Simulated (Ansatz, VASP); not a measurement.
In2As2F: VASP beside Ansatz

INCAR

```
SYSTEM = In2As2F
PREC = Accurate ; ENCUT = 520
EDIFF = 1E-7 ; ISMEAR = 0
SIGMA = 0.1 ; LREAL = .False.
LASPH = .True. ; NELM = 100
ALGO = Normal ; ISIF = 2
LWAVE = .False. ; LCHARG = .False.
LDIPOL = .True. ; IDIPOL = 3
DIPOL = 0.5 0.5 0.331 ; GGA = PE
IVDW = 12 ; NBANDS = 30
```

Contents of KPOINTS:

```
Automatic mesh
0
Gamma
  6 6 1
  0 0 0
```

The input POSCAR:

```
In2As2F
1.0
    4.3220706728      0.0000000000      0.0000000000
   -2.1610353364      3.7430229996      0.0000000000
    0.0000000000      0.0000000000     21.7386927254
As In F
2 2 1
Direct
    0.0000000000      0.0000000000      0.1840037048
    0.3333333333      0.6666666667      0.3557112061
    0.3333333333      0.6666666667      0.2245875152
    0.6666666667      0.3333333333      0.3881876814
    0.8888888889      0.4444444444      0.5031899969
```

Input for Ansatz:

```yaml
crystal:
  lattice:
    - [4.3220706728, 0.0, 0.0]
    - [-2.1610353364, 3.7430229996, 0.0]
    - [0.0, 0.0, 21.7386927254]
  atoms:
    - { symbol: As, position: [0.0, 0.0, 0.1840037048] }
    - { symbol: In, position: [0.3333333333, 0.6666666667, 0.2245875152] }
    - { symbol: As, position: [0.3333333333, 0.6666666667, 0.3557112061] }
    - { symbol: In, position: [0.6666666667, 0.3333333333, 0.3881876814] }
    - { symbol: F, position: [0.8888888889, 0.4444444444, 0.5031899969] }
basis:
  ecutwfc: 420
kpoints:
  mp_grid: { grid: [6, 6, 1] }
hamiltonian:
  xc: pbe
  pseudopotentials: { kind: paw, azcp: { folder: soft_1 } }
  dispersion: d3bj
scf:
  occupations: { method: gaussian, width: 0.1 }
output:
  forces: true
  eigenvalues: true
efield:
  axis: 3
  dipole_correction: true
  ramp_width: 0.04
```

Alike in both runs: task single point; functional PBE; dispersion D3(BJ); k mesh 6 × 6 × 1; occupations gaussian, width 0.1 eV; no spin polarisation.

|  | VASP | Ansatz |
| --- | --- | --- |
| version | VASP 6.6.1 | Ansatz 0.2.0 |
| potentials or method | VASP PAW PBE potentials, release 64 (As, In_d, F), cutoff 520 eV | scalar-relativistic, plane waves, PAW |
| valence electrons in the cell | 43 | 63 |

```tsv
	VASP	Ansatz	Ansatz less VASP
gap on the k mesh at the Fermi level (eV)	none	none	-
rms of the force components (eV/Å)	0.901	0.904	+0.0032
```

A gap of «none» marks a metal or a gap that the smearing closes. VASP's potentials hold 43 valence electrons a cell and Ansatz's 63, so a difference there can come from the potentials and not from the codes.
